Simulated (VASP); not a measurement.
# S (R-3m) in VASP: a series of runs

Runs on S. Level: PBE. Tasks: electric field gradients.

Program: VASP 6.6.1. These are calculated values, not measurements. Logs are shortened: lines on timing, memory, paths and dates and some standing lists are left out, and cuts for length are marked.

### Step 1. The cell of the first run

Symmetry: R-3m, No. 166, trigonal system. Conventional cell: a = 3.917 Å, b = 3.917 Å, c = 9.595 Å, α = 90.00°, β = 90.00°, γ = 120.00°. Within 2.8 Å of S (site symmetry 3m) lie 4 S at 2.11 to 2.51 Å.

### Step 2. Electric field gradients, PBE (shortest bond scaled by 0.88)

Contents of INCAR:

```
ALGO = Normal
EDIFF = 1E-8
ENCUT = 520
GGA = PE
ISIF = 2
ISMEAR = -1
LASPH = T
LCHARG = F
LEFG = T
LREAL = F
LWAVE = F
NBANDS = 13
NELM = 100
PREC = Accurate
SIGMA = 0.05
```

Contents of KPOINTS:

```
k-points
0
Gamma
  9 9 9
```

Contents of POSCAR:

```
S
1.0
    0.0000000000      2.7698291284      2.7698291284
    2.7698291284      0.0000000000      2.7698291284
    2.7698291284      2.7698291284      0.0000000000
S
2
Direct
   -0.1700000000     -0.1100000000     -0.1100000000
    0.1700000000      0.1100000000      0.1100000000
```

Potentials or basis: VASP PAW PBE potentials, release 64 (S).

Run with:

```bash
cat potpaw_PBE.64/S/POTCAR > POTCAR
mpirun -np 1 vasp_std > vasp.out
```

OUTCAR:

```text
EDIFF = 1E-8
   ENCUT = 520
   GGA = PE
   ISIF = 2
   ISMEAR = -1
   LASPH = T
   LREAL = F
   NELM = 100
   PREC = Accurate

 ion  position               nearest neighbor table
   1  0.830  0.890  0.890-   2 2.11   2 2.51   2 2.51   2 2.51
   2  0.170  0.110  0.110-   1 2.11   1 2.51   1 2.51   1 2.51

  LATTYP: Found a face centered cubic cell.
 ALAT       =     5.5396582568

  Lattice vectors:

 A1 = (   0.0000000000,   2.7698291284,   2.7698291284)
 A2 = (   2.7698291284,   0.0000000000,   2.7698291284)
 A3 = (   2.7698291284,   2.7698291284,   0.0000000000)

Analysis of symmetry for initial positions (statically):
=====================================================================
 Subroutine PRICEL returns:
 Original cell was already a primitive cell.

 Routine SETGRP: Setting up the symmetry group for a
 face centered cubic supercell.

 Subroutine GETGRP returns: Found 12 space group operations
 (whereof  4 operations were pure point group operations)
 out of a pool of 48 trial point group operations.

The static configuration has the point symmetry C_2h.
 The point group associated with its full space group is D_3d.

Analysis of symmetry for dynamics (positions and initial velocities):
=====================================================================
 Subroutine PRICEL returns:
 Original cell was already a primitive cell.

 Routine SETGRP: Setting up the symmetry group for a
 face centered cubic supercell.

 Subroutine GETGRP returns: Found 12 space group operations
 (whereof  4 operations were pure point group operations)
 out of a pool of 48 trial point group operations.

The dynamic configuration has the point symmetry C_2h.
 The point group associated with its full space group is D_3d.

 Subroutine INISYM returns: Found 12 space group operations
 (whereof  4 operations are pure point group operations),
 and found     1 'primitive' translations

----------------------------------------------------------------------------------------

                                     Primitive cell

  volume of cell :      42.5000

  direct lattice vectors                    reciprocal lattice vectors
     0.000000000  2.769829128  2.769829128    -0.180516551  0.180516551  0.180516551
     2.769829128  0.000000000  2.769829128     0.180516551 -0.180516551  0.180516551
     2.769829128  2.769829128  0.000000000     0.180516551  0.180516551 -0.180516551

  length of vectors
     3.917129919  3.917129919  3.917129919     0.312663837  0.312663837  0.312663837

  position of ions in fractional coordinates (direct lattice)
     0.830000000  0.890000000  0.890000000
     0.170000000  0.110000000  0.110000000

  ion indices of the primitive-cell ions
   primitive index   ion index
                 1           1
                 2           2

----------------------------------------------------------------------------------------

 KPOINTS: k-points

Automatic generation of k-mesh.
 Grid dimensions read from file:
 generate k-points for:    9    9    9

 Generating k-lattice:

  Cartesian coordinates                     Fractional coordinates (reciprocal lattice)
    -0.020057395  0.020057395  0.020057395     0.111111111  0.000000000  0.000000000
     0.020057395 -0.020057395  0.020057395     0.000000000  0.111111111  0.000000000
     0.020057395  0.020057395 -0.020057395     0.000000000  0.000000000  0.111111111

  Length of vectors
     0.034740426  0.034740426  0.034740426

  Shift w.r.t. Gamma in fractional coordinates (k-lattice)
     0.000000000  0.000000000  0.000000000

 Subroutine IBZKPT returns following result:
 ===========================================

 Found     85 irreducible k-points:

 Following reciprocal coordinates:
[... 33 lines left out ...]
   NGXF,Y,Z  is equivalent  to a cutoff of  25.46, 25.46, 25.46 a.u.
 SYSTEM =  unknown system
   PREC   = accura    normal or accurate (medium, high low for compatibility)
   ISTART =      0    job   : 0-new  1-cont  2-samecut
   ICHARG =      2    charge: 1-file 2-atom 10-const
   ISPIN  =      1    spin polarized calculation?
   LNONCOLLINEAR =      F non collinear calculations
   LSORBIT =      F    spin-orbit coupling
   LASPH  =      T    aspherical Exc in radial PAW
   ENCUT  =  520.0 eV  38.22 Ry    6.18 a.u.   7.28  7.28  7.28*2*pi/ulx,y,z
   NELM   =    100;   NELMIN=  2; NELMDL= -5     # of ELM steps
   EDIFF  = 0.1E-07   stopping-criterion for ELM
   LREAL  =      F    real-space projection
   EDIFFG = 0.1E-06   stopping-criterion for IOM
   NSW    =      0    number of steps for IOM
   IBRION =     -1    ionic relax: 0-MD 1-quasi-New 2-CG
   NFREE  =      0    steps in history (QN), initial steepest desc. (CG)
   ISIF   =      2    stress and relaxation
   ISYM   =      2    0-nonsym 1-usesym 2-fastsym
   POTIM  = 0.5000    time-step for ionic-motion
   TEBEG  =    0.0;   TEEND  =   0.0 temperature during run
   PSTRESS=    0.0 pullay stress
   NELECT =      12.0000    total number of electrons
   NUPDOWN=      -1.0000    fix difference up-down
   EMIN   =  10.00;   EMAX   =-10.00  energy-range for DOS
   EFERMI =   0.00;   METHOD = LEGACY
   ISMEAR =    -1;   SIGMA  =   0.05  broadening in eV -4-tet -1-fermi 0-gaus
   EFERMI_NEDOS =   21; number of points for ismear=-14 and -15
   IALGO  =     38    algorithm
   IMIX   =      4    mixing-type and parameters
     AMIX     =   0.40;   BMIX     =  1.00
     AMIX_MAG =   1.60;   BMIX_MAG =  1.00
  volume/ion in A,a.u.               =      21.25       143.40
  Fermi-wavevector in a.u.,A,eV,Ry     =   1.074003  2.029572 15.694089  1.153483
  Thomas-Fermi vector in A             =   2.209819
   LORBIT       =      0    0 simple, 1 ext, 2 COOP (PROOUT), +10 PAW based schemes
   GGA     = PE    functional components
   LHFCALC =     F    Hartree Fock is set to
   AEXX    =    0.0000 exact exchange contribution
   IVDW    =     0    specifies the selected vdW correction
   LEPSILON=     F    determine dielectric tensor
   LRPA    =     F    only Hartree local field effects (RPA)
 non-spin polarized calculation
  energy-cutoff  :      520.00
  volume of cell :       42.50
 maximum number of plane-waves:      1158
 NGX is ok and might be reduce to    30
   NGX = 15   NGY = 15   NGZ = 15

 number of electron      12.0000001 magnetization

 Free energy of the ion-electron system (eV)
  ---------------------------------------------------
  ext. energy  EPLUGINS =         0.00000000
  ---------------------------------------------------
  free energy    TOTEN  =        -6.76307037 eV

  energy without entropy =       -6.75480159  energy(sigma->0) =       -6.75893598

 E-fermi :   4.8068     XC(G=0):  -9.2379

 val. band max:        4.7923382635   @ k =   0.3333   0.2222  -0.3333
 cond. band min:       4.8125088204   @ k =   0.0000  -0.2222   0.2222
 fundamental gap:      0.0201705568
 Fermi energy:         4.8068303268

 k-point     1 :       0.0000    0.0000    0.0000
  band No.  band energies     occupation
      1     -12.0942      2.00000
      2      -3.5027      2.00000
      3      -1.2087      2.00000
      4       1.5714      2.00000
      5       1.5714      2.00000
      6       2.8817      2.00000
      7       2.8817      2.00000
      8       5.3592      0.00003
      9      10.4318      0.00000
     10      12.6327      0.00000
     11      12.6327      0.00000
     12      14.7943      0.00000
     13      14.7943      0.00000
[... 354 lines left out ...]
  band No.  band energies     occupation
      1     -11.1268      2.00000
      2      -6.1887      2.00000
      3      -1.7012      2.00000
      4      -0.1113      2.00000
      5       1.3516      2.00000
      6       3.7171      2.00000
      7       5.7856      0.00000
      8       6.8484      0.00000
      9      11.7110      0.00000
     10      12.7328      0.00000
     11      13.5785      0.00000
     12      15.0550      0.00000
     13      16.4829      0.00000

 [... further k-points ...]

------------------------ aborting loop because EDIFF is reached ----------------------------------------

  FORCE on cell =-STRESS in cart. coord.  units (eV):
  Direction    XX          YY          ZZ          XY          YZ          ZX
  --------------------------------------------------------------------------------------
  -------------------------------------------------------------------------------------
  Total        1.9282178      1.9282178      1.9282178      1.3950244     -1.3950244      1.3950244
  in kB       72.6905153     72.6905153     72.6905153     52.5900356    -52.5900356     52.5900356
  external PRESSURE =      72.6905153 kB  Pullay stress =       0.0000000 kB

 VOLUME and BASIS-vectors are now :
 -----------------------------------------------------------------------------
  energy-cutoff  :      520.00
  volume of cell :       42.50
      direct lattice vectors                 reciprocal lattice vectors
     0.000000000  2.769829128  2.769829128    -0.180516551  0.180516551  0.180516551
     2.769829128  0.000000000  2.769829128     0.180516551 -0.180516551  0.180516551
     2.769829128  2.769829128  0.000000000     0.180516551  0.180516551 -0.180516551

 POSITION                                       TOTAL-FORCE (eV/Angst)
 -----------------------------------------------------------------------------------
      4.93030      4.76411      4.76411         1.749896     -1.749896     -1.749896
      0.60936      0.77555      0.77555        -1.749896      1.749896      1.749896
 -----------------------------------------------------------------------------------
    total drift:                                0.000000      0.000000      0.000000

  FREE ENERGIE OF THE ION-ELECTRON SYSTEM (eV)
  ---------------------------------------------------
  free  energy   TOTEN  =        -6.7630703735 eV

  energy  without entropy=       -6.7548015887  energy(sigma->0) =       -6.75893598

 Electric field gradients (V/A^2)
---------------------------------------------------------------------
 ion       V_xx      V_yy      V_zz      V_xy      V_xz      V_yz
---------------------------------------------------------------------
   1       0.000    -0.000    -0.000   -59.227   -59.227    59.226
   2       0.000    -0.000    -0.000   -59.227   -59.227    59.226
---------------------------------------------------------------------

 Electric field gradients after diagonalization (V/A^2)
 (convention: |V_zz| > |V_xx| > |V_yy|)
----------------------------------------------------------------------
 ion       V_xx      V_yy      V_zz     asymmetry (V_yy - V_xx)/ V_zz
----------------------------------------------------------------------
   1     -59.227   -59.226   118.454       0.000
   2     -59.227   -59.226   118.454       0.000
----------------------------------------------------------------------

           NMR quadrupolar parameters

 Cq : quadrupolar parameter    Cq=e*Q*V_zz/h
 eta: asymmetry parameters     (V_yy - V_xx)/ V_zz
 Q  : nuclear electric quadrupole moment in mb (millibarn)
----------------------------------------------------------------------
 ion       Cq(MHz)       eta       Q (mb)
----------------------------------------------------------------------
   1       0.286       0.000       1.000
   2       0.286       0.000       1.000
----------------------------------------------------------------------
```

Run time: 45 s. Hardware: 1 thread of Intel Xeon Platinum 8488C (Sapphire Rapids), shared host; peak memory 0.17 GiB.

Results:

```
Free energy                             : -6.7631 eV
Pressure                                : 7.3 GPa
Largest force                           : 3.031 eV/Å
Band gap on the k mesh                  : zero (bands 6 and 7 overlap by 2.53 eV)
Largest electric field gradient by atom : S +118.5 V/Å²
```

Forces in eV/Å, atoms in the order of the input:
```
S    1.750 -1.750 -1.750
S   -1.750  1.750  1.750
```

Stress tensor (GPa, compression positive):
```
 7.27  5.26  5.26
 5.26  7.27 -5.26
 5.26 -5.26  7.27
```

Levels at points of the mesh, in eV from the Fermi level:
```csv
k point,band 2,band 3,band 4,band 5,band 6,band 7,band 8,band 9,band 10,band 11
"(0.00, 0.00, 0.00)",-8.31,-6.02,-3.24,-3.24,-1.93,-1.93,0.55,5.62,7.83,7.83
```

Electric field gradients, principal values (V/Å²):
```csv
atom,least,middle,greatest (by size)
1 S,-59.226,-59.227,118.454
2 S,-59.226,-59.227,118.454
```

Caveat: the cell differs from its parent crystal (shortest bond scaled by 0.88); the cell stands under pressure; without QUAD_EFG the Cq values of the log hold for a quadrupole moment of 1 mb, not for the nuclei; forces of over 1 eV/Å act on the atoms, so gaps and moduli don't describe the material at rest.

### Step 3. Electric field gradients, PBE (shortest bond scaled by 0.82)

Contents of INCAR:

```
SYSTEM = S
PREC = Accurate ; ENCUT = 520
EDIFF = 1E-8 ; ISMEAR = -1
SIGMA = 0.05 ; LREAL = .FALSE.
LASPH = .TRUE. ; NELM = 100
ALGO = Normal ; ISIF = 2
LWAVE = .FALSE. ; LCHARG = .FALSE.
GGA = PE ; LEFG = .TRUE.
NBANDS = 13
```

Contents of KPOINTS:

```
regular mesh
0
G
  9 9 9
  0 0 0
```

Contents of POSCAR:

```
S
1.0
    0.0000000000      2.7698291284      2.7698291284
    2.7698291284      0.0000000000      2.7698291284
    2.7698291284      2.7698291284      0.0000000000
S
2
Direct
   -0.1925000000     -0.1025000000     -0.1025000000
    0.1925000000      0.1025000000      0.1025000000
```

Potentials or basis: VASP PAW PBE potentials, release 64 (S).

Run with:

```bash
cat potpaw_PBE.64/S/POTCAR > POTCAR
mpirun -np 1 vasp_std > vasp.out
```

OUTCAR:

```text
SYSTEM = S
   PREC = Accurate
   ENCUT = 520
   EDIFF = 1E-8
   ISMEAR = -1
   LREAL = .FALSE.
   LASPH = .TRUE.
   NELM = 100
   ISIF = 2
   GGA = PE

 ion  position               nearest neighbor table
   1  0.807  0.898  0.898-   2 1.97   2 2.58   2 2.58   2 2.58
   2  0.193  0.102  0.102-   1 1.97   1 2.58   1 2.58   1 2.58

  LATTYP: Found a face centered cubic cell.
 ALAT       =     5.5396582568

  Lattice vectors:

 A1 = (   0.0000000000,   2.7698291284,   2.7698291284)
[... 599 lines left out ...]
  ---------------------------------------------------
  free  energy   TOTEN  =        -7.1152424475 eV

  energy  without entropy=       -7.1073740108  energy(sigma->0) =       -7.11130823

 Electric field gradients (V/A^2)
---------------------------------------------------------------------
 ion       V_xx      V_yy      V_zz      V_xy      V_xz      V_yz
---------------------------------------------------------------------
   1      -0.000     0.000     0.000   -48.518   -48.518    48.517
   2      -0.000     0.000     0.000   -48.518   -48.518    48.517
---------------------------------------------------------------------

 Electric field gradients after diagonalization (V/A^2)
 (convention: |V_zz| > |V_xx| > |V_yy|)
----------------------------------------------------------------------
 ion       V_xx      V_yy      V_zz     asymmetry (V_yy - V_xx)/ V_zz
----------------------------------------------------------------------
   1     -48.518   -48.517    97.035       0.000
   2     -48.518   -48.517    97.035       0.000
----------------------------------------------------------------------

           NMR quadrupolar parameters

 Cq : quadrupolar parameter    Cq=e*Q*V_zz/h
 eta: asymmetry parameters     (V_yy - V_xx)/ V_zz
 Q  : nuclear electric quadrupole moment in mb (millibarn)
----------------------------------------------------------------------
 ion       Cq(MHz)       eta       Q (mb)
----------------------------------------------------------------------
   1       0.235       0.000       1.000
   2       0.235       0.000       1.000
----------------------------------------------------------------------
```

OSZICAR:

```text
N       E                     dE             d eps       ncg     rms          rms(c)
DAV:   1     0.475771865906E+02    0.47577E+02   -0.52837E+03  2210   0.788E+02
DAV:   2    -0.420295367360E+01   -0.51780E+02   -0.48561E+02  3020   0.140E+02
DAV:   3    -0.713484935532E+01   -0.29319E+01   -0.29082E+01  2858   0.345E+01
DAV:   4    -0.716601185897E+01   -0.31163E-01   -0.31152E-01  2725   0.426E+00
DAV:   5    -0.716651601569E+01   -0.50416E-03   -0.50414E-03  2910   0.533E-01    0.192E+01
DAV:   6    -0.712152271921E+01    0.44993E-01   -0.59208E-02  2510   0.143E+00    0.113E+01
DAV:   7    -0.711585666209E+01    0.56661E-02   -0.60044E-02  2740   0.144E+00    0.594E-01
DAV:   8    -0.711511829435E+01    0.73837E-03   -0.10578E-02  2485   0.676E-01    0.240E-01
DAV:   9    -0.711519052227E+01   -0.72228E-04   -0.49974E-04  2900   0.158E-01    0.134E-01
DAV:  10    -0.711523495583E+01   -0.44434E-04   -0.60147E-05  2555   0.550E-02    0.366E-02
DAV:  11    -0.711524169275E+01   -0.67369E-05   -0.30342E-05  2740   0.364E-02    0.167E-02
DAV:  12    -0.711524213370E+01   -0.44094E-06   -0.19730E-06  2726   0.956E-03    0.647E-03
DAV:  13    -0.711524241472E+01   -0.28102E-06   -0.55154E-07  2710   0.499E-03    0.466E-03
DAV:  14    -0.711524243464E+01   -0.19927E-07   -0.40230E-08  2905   0.134E-03    0.120E-03
DAV:  15    -0.711524244586E+01   -0.11214E-07   -0.31402E-09  2026   0.379E-04    0.217E-04
DAV:  16    -0.711524244750E+01   -0.16455E-08   -0.33495E-10  1450   0.133E-04
   1 F= -.71152424E+01 E0= -.71113082E+01  d E =-.786844E-02
```

stdout:

```text
POSCAR found type information on POSCAR S
 POSCAR found :  1 types and       2 ions
 scaLAPACK will be used
 LDA part: xc-table for (Slater+PW92), standard interpolation
 POSCAR, INCAR and KPOINTS ok, starting setup
 FFT: planning ... GRIDC
 FFT: planning ... GRID_SOFT
 FFT: planning ... GRID
 WAVECAR not read
 entering main loop
ion   1

ion   2
```

It took 58 s on 1 thread of Intel Xeon Platinum 8488C (Sapphire Rapids), shared host; peak memory 0.18 GiB.

What came out:

| Item | Value |
| --- | --- |
| Free energy | -7.1152 eV |
| Pressure | 9.8 GPa |
| Largest force | 1.544 eV/Å |
| Band gap on the k mesh | zero (bands 6 and 7 overlap by 3.37 eV) |
| Largest electric field gradient by atom | S +97.0 V/Å² |

Forces in eV/Å, atoms in the order of the input:
```
S    0.892 -0.892 -0.892
S   -0.892  0.892  0.892
```

Electric field gradients, principal values (V/Å²):
```csv
atom,least,middle,greatest (by size)
1 S,-48.517,-48.518,97.035
2 S,-48.517,-48.518,97.035
```

Caveat: the cell differs from its parent crystal (shortest bond scaled by 0.82); the cell stands under pressure; without QUAD_EFG the Cq values of the log hold for a quadrupole moment of 1 mb, not for the nuclei; forces of over 1 eV/Å act on the atoms, so gaps and moduli don't describe the material at rest.

(Continued in part 2 of 2.)
